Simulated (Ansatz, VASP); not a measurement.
# Two plane-wave programs on PbF2

```
Pb F
1.0
    -0.14849    2.96985    2.96985
     2.82136    0.00000    2.82136
     2.96985    2.96985   -0.14849
Pb F
1 2
Direct
  0.00000 0.00000 0.00000
  0.25000 0.25000 0.25000
  0.75000 0.75000 0.75000
```

Change from the starting cell: strain -0.1000 x Voigt [0, 0, 0, 0, 1, 0], atoms carried along.

Alike in both runs: task single point; functional PBEsol; k mesh 8 × 8 × 8; occupations gaussian, width 0.05 eV; no spin polarisation.

```csv
,VASP,Ansatz
version,VASP 6.6.1,Ansatz 0.2.0
potentials or method,"VASP PAW PBE potentials, release 64 (Pb_d, F), cutoff 520 eV","scalar-relativistic, plane waves, PAW"
valence electrons in the cell,28,28
```

```tsv
	VASP	Ansatz	Ansatz less VASP
gap on the k mesh at the Fermi level (eV)	4.19	4.19	+0.007
least direct gap on the mesh (eV)	4.38	4.39	+0.006
pressure (GPa)	-0.8	-0.6	+0.21
traceless stress, the component that is largest in VASP (GPa)	3.05	3.01	-0.048
rms of the force components (eV/Å)	0.115	0.112	-0.0026
```

VASP's potentials were made for PBE, not for PBEsol. Atom by atom the forces differ by 0.003 eV/Å (rms over components).

Neither program's run includes spin-orbit coupling.
